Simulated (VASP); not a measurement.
Here is a VASP 6.6.1 calculation.

Contents of INCAR:

```
SYSTEM = La4HfO
PREC = Accurate
ENCUT = 600
EDIFF = 1E-6
ISMEAR = 0
SIGMA = 0.1
LREAL = .FALSE.
LASPH = .TRUE.
NELM = 80
ALGO = Normal
ISIF = 3
LWAVE = .FALSE.
LCHARG = .FALSE.
GGA = PE
IBRION = 2
NSW = 90
EDIFFG = -0.04
```

File KPOINTS:

```
Automatic mesh
0
G
  4 4 4
  0 0 0
```

The input POSCAR:

```
La4HfO
1.0
    0.0000000000      4.1400312800      4.1400312800
    4.1400312800      0.0000000000      4.1400312800
    4.1400312800      4.1400312800      0.0000000000
La Hf O
4 1 1
Direct
    0.6253180000      0.6253180000      0.6253180000
    0.6253180000      0.6253180000      0.1240460000
    0.6253180000      0.1240460000      0.6253180000
    0.1240460000      0.6253180000      0.6253180000
    0.2500000000      0.2500000000      0.2500000000
    0.0000000000      0.0000000000      0.0000000000
```

Potentials or basis: VASP PAW PBE potentials, release 64 (La, Hf_pv, O).

Command:

```console
$ cat potpaw_PBE.64/La/POTCAR potpaw_PBE.64/Hf_pv/POTCAR potpaw_PBE.64/O/POTCAR > POTCAR
$ mpirun -np 1 vasp_std > vasp.out
```

**Question.** Estimate the band gap on the k mesh.

**Answer.** Zero (band 30 reaches 6.85 eV, above the bottom of band 31 at 6.68 eV).

**Question.** What does it give for the relaxed cell?

**Answer.** a = 6.331 Å, b = 6.331 Å, c = 6.331 Å, α = 60.00°, β = 60.00°, γ = 60.00°.

**Question.** Estimate the relaxed volume.

**Answer.** 29.91 Å³/atom.

Final structure:
```xyz
6
Lattice="0.0000 4.4767 4.4767 4.4767 0.0000 4.4767 4.4767 4.4767 0.0000" Properties=species:S:1:pos:R:3 pbc="T T T"
La    5.5921    5.5921    5.5921
La    3.3613    3.3613    5.5921
La    3.3613    5.5921    3.3613
La    5.5921    3.3613    3.3613
Hf    2.2383    2.2383    2.2383
O     0.0000    0.0000    0.0000
```

Caveat: the volume moved by over 15 % at a fixed basis, so the end points are rough; spin-orbit coupling is left out, which moves the levels of the heavy elements.
